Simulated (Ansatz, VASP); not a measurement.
**Two plane-wave programs on MgH**

INCAR

```
PREC = Accurate
ENCUT = 520
EDIFF = 1E-6
ISMEAR = 0
SIGMA = 0.1
LREAL = False
LASPH = True
NELM = 60
ALGO = Normal
ISIF = 2
LWAVE = False
LCHARG = False
GGA = PE
NBANDS = 16
```

Contents of KPOINTS:

```
Automatic mesh
0
Gamma
  6 4 4
```

POSCAR

```
MgH
1.0
    3.2578016217      0.0000000000      0.0000000000
    0.0000000000      4.7345261215      0.0000000000
    0.0000000000      0.0000000000      6.5658827608
Mg H
4 4
Direct
    0.5000000000      0.0000000000      0.8862768931
    0.0000000000      0.5000000000      0.1137231069
    0.5000000000      0.0000000000      0.3770820170
    0.0000000000      0.5000000000      0.6229179830
    0.0000000000      0.2509470741      0.3594060639
    0.0000000000      0.7490529259      0.3594060639
    0.5000000000      0.2490529259      0.6405939361
    0.5000000000      0.7509470741      0.6405939361
```

Input for Ansatz:

```yaml
crystal:
  lattice:
    - [3.2578016217, 0.0, 0.0]
    - [0.0, 4.7345261215, 0.0]
    - [0.0, 0.0, 6.5658827608]
  atoms:
    - { symbol: Mg, position: [0.5, 0.0, 0.8862768931] }
    - { symbol: Mg, position: [0.0, 0.5, 0.1137231069] }
    - { symbol: Mg, position: [0.5, 0.0, 0.377082017] }
    - { symbol: Mg, position: [0.0, 0.5, 0.622917983] }
    - { symbol: H, position: [0.0, 0.2509470741, 0.3594060639] }
    - { symbol: H, position: [0.0, 0.7490529259, 0.3594060639] }
    - { symbol: H, position: [0.5, 0.2490529259, 0.6405939361] }
    - { symbol: H, position: [0.5, 0.7509470741, 0.6405939361] }
basis:
  ecutwfc: 420
kpoints:
  mp_grid: { grid: [6, 4, 4] }
hamiltonian:
  xc: pbe
scf:
  occupations: { method: gaussian, width: 0.1 }
  lower_state_search: "off"
output:
  forces: true
  stress: true
  eigenvalues: true
```

Change from the starting cell: the structure that the rattled cell fell into.

Alike in both runs: task single point; functional PBE; k mesh 6 × 4 × 4; occupations gaussian, width 0.1 eV; no spin polarisation.

|  | VASP | Ansatz |
| --- | --- | --- |
| version | VASP 6.6.1 | Ansatz 0.2.0 |
| potentials or method | VASP PAW PBE potentials, release 64 (Mg, H), cutoff 520 eV | scalar-relativistic, plane waves, PAW |
| valence electrons in the cell | 12 | 44 |

VASP gave:

```
gap on the k mesh at the Fermi level (eV)                     : none
pressure (GPa)                                                : -0.1
traceless stress, the component that is largest in VASP (GPa) : -0.16
rms of the force components (eV/Å)                            : 0.003
```

Problem. Estimate Ansatz's values.

Solution. gap on the k mesh at the Fermi level (eV): none; pressure (GPa): 0.2; traceless stress, the component that is largest in VASP (GPa): -0.16; rms of the force components (eV/Å): 0.003.

Atom by atom the forces differ by 0.002 eV/Å (rms over components). A gap of «none» marks a metal or a gap that the smearing closes. With one functional, cell and mesh, what is left measures potentials, basis and numerics. VASP's potentials hold 12 valence electrons a cell and Ansatz's 44, so a difference there can come from the potentials and not from the codes.
